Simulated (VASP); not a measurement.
**W: elastic constants with r2SCAN**

W:

```
W
1.0
     0.00000    2.03000    2.03000
     2.03000    0.00000    2.03000
     2.03000    2.03000    0.00000
W
1
Direct
  0.00000 0.00000 0.00000
```

This isn't the form of W at room conditions, which is bcc.

| Quantity | Value |
| --- | --- |
| Program | VASP 6.6.1 |
| Task | elastic constants |
| Functional | r2SCAN |
| Potentials or basis | VASP PAW PBE potentials, release 64 (W_sv) |
| Cutoff | 550 eV |
| k mesh | 9 × 9 × 9 |
| Occupations | fermi-dirac, width 0.05 eV |
| Spin | no spin polarisation |
| Dipole correction | no |
| Ions in elastic constants | relaxed |
| Further INCAR settings | ALGO = Normal; EDIFF = 1e-08; IBRION = 6; POTIM = 0.015; NSW = 1; ISIF = 3 |

The elastic constants C11, C12, C44 are 116, 348, -163 GPa and the voigt bulk modulus is 271 GPa.

Elastic tensor in Voigt notation (GPa, in the Cartesian axes of the cell as first typed):
```
 116  348  348    0    0    0
 348  116  348    0    0    0
 348  348  116    0    0    0
   0    0    0 -163    0    0
   0    0    0    0 -163    0
   0    0    0    0    0 -163
```

Clamped-ion elastic tensor (GPa):
```
 116  348  348    0    0    0
 348  116  348    0    0    0
 348  348  116    0    0    0
   0    0    0 -163    0    0
   0    0    0    0 -163    0
   0    0    0    0    0 -163
```

Run time: 13 min on 1 thread of Intel(R) Xeon(R) Platinum 8488C (Sapphire Rapids), with other jobs on the host, peak memory 0.22 GiB.

Caveat: the cell is under stress, which shifts elastic constants; the elastic tensor has a negative eigenvalue, so either the cell is unstable as it stands or the mesh is too thin; the PAW data sets were made with another functional, which shifts forces and pressure a little.
